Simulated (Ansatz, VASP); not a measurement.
Two plane-wave programs on Cd

File INCAR:

```
SYSTEM = Cd
PREC     = Accurate       ! precision mode
ENCUT    = 520            ! plane-wave cutoff, eV
EDIFF    = 1E-7           ! SCF threshold, eV
ISMEAR   = -1             ! smearing method
SIGMA    = 0.1            ! smearing width, eV
LREAL    = .False.        ! projectors in reciprocal space
LASPH    = .True.         ! aspherical terms in the spheres
NELM     = 60             ! most SCF steps
ALGO     = Normal         ! electronic algorithm
ISIF     = 2              ! what is computed and relaxed
LWAVE    = .False.        ! write WAVECAR
LCHARG   = .False.        ! write CHGCAR
GGA      = PE             ! functional
NBANDS   = 12             ! bands
```

The input KPOINTS:

```
regular mesh
0
Gamma
  17 17 17
  0 0 0
```

POSCAR

```
Cd
1.0
    3.0722008964      0.0000000000      0.0000000000
    0.0000000000      3.0722008964      0.0000000000
    0.0000000000      0.0000000000      3.0722008964
Cd
1
Direct
    0.0000000000      0.0000000000      0.0000000000
```

Input for Ansatz:

```yaml
crystal:
  lattice:
    - [3.0722008964, 0.0, 0.0]
    - [0.0, 3.0722008964, 0.0]
    - [0.0, 0.0, 3.0722008964]
  atoms:
    - { symbol: Cd, position: [0.0, 0.0, 0.0] }
hamiltonian:
  xc: pbe
  pseudopotentials:
    kind: paw
    azcp:
      Cd: "pseudopotentials/Cd.paw.azcp"
basis:
  ecutwfc: 420
  fft_grid_basis: typed
kpoints:
  mp_grid: { grid: [17, 17, 17], shift: [0, 0, 0] }
magnetization:
  spin_polarized: false
scf:
  occupations: { method: fermi_dirac, width: 0.1 }
output:
  stress: true
```

Alike in both runs: task single point; functional PBE; k mesh 17 × 17 × 17; occupations fermi-dirac, width 0.1 eV; no spin polarisation.

|  | VASP | Ansatz |
| --- | --- | --- |
| version | VASP 6.6.1 | Ansatz 0.2.0 |
| potentials or method | VASP PAW PBE potentials, release 64 (Cd), cutoff 520 eV | plane waves (420 eV) with PAW, scalar-relativistic |
| valence electrons in the cell | 12 | 20 |

Ansatz gave:

| Quantity | Value |
| --- | --- |
| pressure (GPa) | -1.8 |

Question: Which values does VASP return?

Answer: Pressure (GPa): -1.6.

With one functional, cell and mesh, what is left measures potentials, basis and numerics. VASP's potentials hold 12 valence electrons a cell and Ansatz's 20, so a difference there can come from the potentials and not from the codes.
